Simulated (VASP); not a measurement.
Input of a VASP 6.6.1 run:

The input INCAR:

```
SYSTEM = MgS
PREC     = Accurate       ! precision mode
ENCUT    = 600            ! plane-wave cutoff, eV
EDIFF    = 1E-6           ! SCF threshold, eV
ISMEAR   = -1             ! smearing method
SIGMA    = 0.05           ! smearing width, eV
LREAL    = .False.        ! projectors in reciprocal space
LASPH    = .True.         ! aspherical terms in the spheres
NELM     = 60             ! most SCF steps
ALGO     = Normal         ! electronic algorithm
ISIF     = 3              ! what is computed and relaxed
LWAVE    = .False.        ! write WAVECAR
LCHARG   = .False.        ! write CHGCAR
GGA      = PE             ! functional
IBRION   = 2              ! ionic algorithm
NSW      = 100            ! ionic steps
EDIFFG   = -0.005         ! ionic threshold
```

The input KPOINTS:

```
Automatic mesh
0
Gamma
  13 13 13
  0 0 0
```

File POSCAR:

```
MgS
1.0
    0.0000000000      2.8227749299      2.8227749299
    2.8227749299      0.0000000000      2.8227749299
    2.8227749299      2.8227749299      0.0000000000
Mg S
1 1
Direct
    0.0000000000      0.0000000000      0.0000000000
    0.2500000000      0.2500000000      0.2500000000
```

Potentials or basis: VASP PAW PBE potentials, release 64 (Mg, S).

Run with:

```bash
$ cat potpaw_PBE.64/Mg/POTCAR potpaw_PBE.64/S/POTCAR > POTCAR
$ mpirun -np 1 vasp_std > vasp.out
```

(1) Predict the band gap on the k mesh.

(2) Predict the relaxed cell.

(3) Estimate the space group after relaxing (to 0.05 Å).

Results:

(1) 3.38 eV, direct.

(2) a = 4.025 Å, b = 4.025 Å, c = 4.025 Å, α = 60.00°, β = 60.00°, γ = 60.00°.

(3) F-43m (No. 216).
